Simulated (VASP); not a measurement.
Input of a VASP 6.6.1 run:

INCAR

```
PREC = Accurate ; ENCUT = 520
EDIFF = 1E-6 ; ISMEAR = -1
SIGMA = 0.0148 ; LREAL = False
LASPH = True ; NELM = 150
ALGO = Normal ; ISIF = 2
LWAVE = False ; LCHARG = False
LMAXMIX = 4 ; LDAU = True
LDAUTYPE = 2 ; LDAUL = -1 2 -1
LDAUU = 0 3.8 0 ; LDAUJ = 0 0 0
LDAUPRINT = 1 ; NBANDS = 34
```

The input KPOINTS:

```
regular mesh
0
Gamma
  9 9 4
```

The input POSCAR:

```
Ti2NiSb3
1.0
    3.8756100000      0.0000000000      0.0000000000
    0.0000000000      3.8756100000      0.0000000000
    0.0000000000      0.0000000000      8.5383340000
Sb Ti Ni
3 2 1
Direct
    0.0000000000      0.5000000000      0.3835000000
    0.5000000000      0.0000000000      0.6165000000
    0.5000000000      0.5000000000      0.0000000000
    0.0000000000      0.5000000000      0.7315000000
    0.5000000000      0.0000000000      0.2685000000
    0.0000000000      0.0000000000      0.0000000000
```

Potentials or basis: VASP PAW LDA potentials, release 64 (Sb, Ti_sv, Ni).

Command:

```console
$ cat potpaw_LDA.64/Sb/POTCAR potpaw_LDA.64/Ti_sv/POTCAR potpaw_LDA.64/Ni/POTCAR > POTCAR
$ mpirun -np 1 vasp_std > vasp.out
```

(1) Predict the pressure.

(2) What does it give for the largest force?

Answers

(1) -10.9 GPa.

(2) 0.577 eV/Å.

Caveat: U without spin polarisation on a metal has little footing; the U is typed as a test and isn't derived for this compound.
